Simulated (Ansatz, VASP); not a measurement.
TiO: VASP beside Ansatz

The input INCAR:

```
SYSTEM = TiO
  PREC = Accurate
  ENCUT = 520
  EDIFF = 1E-6
  ISMEAR = 0
  SIGMA = 0.15
  LREAL = .False.
  LASPH = .True.
  NELM = 80
  ALGO = Normal
  ISIF = 2
  LWAVE = .False.
  LCHARG = .False.
  GGA = PS
  NBANDS = 16
```

File KPOINTS:

```
regular mesh
0
Gamma
  30 30 24
  0 0 0
```

POSCAR

```
TiO
1.0
    2.5553454415      0.0000000000      0.0000000000
   -1.2776727207      2.2129940678      0.0000000000
    0.0000000000      0.0000000000      3.3281314252
Ti O
1 1
Direct
    0.6666666667      0.3333333333      0.0000000000
    0.0000000000      0.0000000000      0.5000000000
```

Input for Ansatz:

```yaml
crystal:
  lattice:
    - [2.5553454415, 0.0, 0.0]
    - [-1.2776727207, 2.2129940678, 0.0]
    - [0.0, 0.0, 3.3281314252]
  atoms:
    - { symbol: Ti, position: [0.6666666667, 0.3333333333, 0.0] }
    - { symbol: O, position: [0.0, 0.0, 0.5] }
basis:
  ecutwfc: 420
kpoints:
  mp_grid: { grid: [30, 30, 24] }
hamiltonian:
  xc: pbesol
scf:
  occupations: { method: gaussian, width: 0.15 }
output:
  forces: true
  stress: true
  eigenvalues: true
```

Alike in both runs: task single point; functional PBEsol; k mesh 30 × 30 × 24; occupations gaussian, width 0.15 eV; no spin polarisation.

|  | VASP | Ansatz |
| --- | --- | --- |
| version | VASP 6.6.1 | Ansatz 0.2.0 |
| potentials or method | VASP PAW PBE potentials, release 64 (Ti_sv, O), cutoff 520 eV | scalar-relativistic, plane waves, PAW |
| valence electrons in the cell | 18 | 18 |

Ansatz gave:

```
gap on the k mesh at the Fermi level (eV)                     : none
pressure (GPa)                                                : 0.3
traceless stress, the component that is largest in VASP (GPa) : -83.73
```

Q: Which values does VASP return?

A: gap on the k mesh at the Fermi level (eV): none; pressure (GPa): 0.7; traceless stress, the component that is largest in VASP (GPa): -83.40.

VASP's potentials were made for PBE, not for PBEsol. A gap of «none» marks a metal or a gap that the smearing closes. The functional is the same, so the differences come from potentials, cutoffs and numerics.
